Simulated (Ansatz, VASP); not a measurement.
**One calculation of TaAs, two programs**

```
Ta As
1.0
     3.37212    0.00000    0.00000
    -1.68606    2.92034    0.00000
     0.00000    0.00000    3.45489
Ta As
1 1
Direct
  0.33333 0.66667 0.50000
  0.00000 0.00000 0.00000
```

Alike in both runs: functional PBEsol; k mesh 12 × 12 × 12; occupations gaussian, width 0.1 eV; no spin polarisation.

Ansatz relaxed the structure, and its values are those at the end. VASP's run is a single point on that final structure, the one shown.

|  | VASP | Ansatz |
| --- | --- | --- |
| version | VASP 6.6.1 | Ansatz 0.2.0 |
| potentials or method | VASP PAW PBE potentials, release 64 (Ta_pv, As), cutoff 520 eV | scalar-relativistic, plane waves, PAW |
| valence electrons in the cell | 16 | 28 |

VASP gave:

- gap on the k mesh at the Fermi level (eV): none
- pressure (GPa): 0.6

**Question.** What did Ansatz give for the same quantities?

**Answer.** gap on the k mesh at the Fermi level (eV): none; pressure (GPa): -0.1.

VASP's potentials were made for PBE, not for PBEsol. A gap of «none» marks a metal or a gap that the smearing closes. VASP's potentials hold 16 valence electrons a cell and Ansatz's 28, so a difference there can come from the potentials and not from the codes.

Neither program's run includes spin-orbit coupling.
